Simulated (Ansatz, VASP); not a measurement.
# One calculation of Sb, two programs

```xyz
1
Lattice="5.2808 0.0000 0.0000 0.0000 5.2808 0.0000 0.0000 0.0000 5.4107" Properties=species:S:1:pos:R:3 pbc="T T T"
Sb    0.0000    0.0000    0.0000
```

Alike in both runs: task single point; functional PBEsol; k mesh 8 × 8 × 8; occupations gaussian, width 0.1 eV; no spin polarisation.

|  | VASP | Ansatz |
| --- | --- | --- |
| version | VASP 6.6.1 | Ansatz 0.2.0 |
| potentials or method | VASP PAW PBE potentials, release 64 (Sb), cutoff 500 eV | scalar-relativistic, plane waves, PAW |
| valence electrons in the cell | 5 | 15 |

```csv
,VASP,Ansatz,Ansatz less VASP
gap on the k mesh at the Fermi level (eV),none,none,-
pressure (GPa),-1.4,-1.4,0.00
"traceless stress, the component that is largest in VASP (GPa)",0.12,0.12,0.000
```

VASP's potentials were made for PBE, not for PBEsol. A gap of «none» marks a metal or a gap that the smearing closes. VASP's potentials hold 5 valence electrons a cell and Ansatz's 15, so a difference there can come from the potentials and not from the codes.

Spin-orbit coupling is off throughout.
